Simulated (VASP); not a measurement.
A run of VASP 6.6.1:

The input POSCAR:

```
Ba2CuTeO6
1.0
    0.0000000000      5.6191940000      0.0000000000
    5.6191940000      0.0000000000      0.0000000000
    2.8095970000      2.8095970000     -4.3436350000
Cu O Te Ba
1 6 1 2
Direct
    0.0000000000      0.0000000000      0.0000000000
    0.2440000000      0.2630000000      0.0000000000
    0.2630000000      0.7560000000      0.0000000000
    0.7560000000      0.7370000000      0.0000000000
    0.7370000000      0.2440000000      0.0000000000
    0.2810000000      0.2810000000      0.4380000000
    0.7190000000      0.7190000000      0.5620000000
    0.5000000000      0.5000000000      0.0000000000
    0.7500000000      0.2500000000      0.5000000000
    0.2500000000      0.7500000000      0.5000000000
```

The input INCAR.step1:

```
SYSTEM = Ba2CuTeO6
ALGO = Normal ; EDIFF = 1E-5
ENCUT = 660 ; GGA = PE
GGA_COMPAT = .False. ; ISMEAR = -5
LASPH = .True. ; LCHARG = .False.
LREAL = .False. ; LWAVE = .True.
NBANDS = 48 ; NELM = 120
PREC = Accurate ; SIGMA = 0.1
```

INCAR.step2

```
SYSTEM = Ba2CuTeO6
ALGO = Normal ; EDIFF = 1E-6
ENCUT = 660 ; GGA_COMPAT = .False.
ISIF = 2 ; ISMEAR = -5
ISTART = 1 ; LASPH = .True.
LCHARG = .False. ; LMIXTAU = .True.
LREAL = .False. ; LWAVE = .False.
METAGGA = R2SCAN ; NBANDS = 48
NELM = 120 ; PREC = Accurate
SIGMA = 0.1
```

KPOINTS

```
k-points
0
Gamma
  4 4 4
  0 0 0
```

Potentials or basis: VASP PAW PBE potentials, release 64 (Cu, O, Te, Ba_sv).

Run with:

```sh
$ cat potpaw_PBE.64/Cu/POTCAR potpaw_PBE.64/O/POTCAR potpaw_PBE.64/Te/POTCAR potpaw_PBE.64/Ba_sv/POTCAR > POTCAR
$ cp INCAR.step1 INCAR
$ mpirun -np 1 vasp_std > vasp.out
$ cp INCAR.step2 INCAR
$ mpirun -np 1 vasp_std > vasp.out
```

Hardware: 1 thread of Intel Xeon 8259CL, with other jobs on the host.

Q: Estimate the wall time of this run.

A: It took 16 min on 1 thread of Intel Xeon 8259CL, with other jobs on the host, peak memory 0.46 GiB. Counts: k points 14.
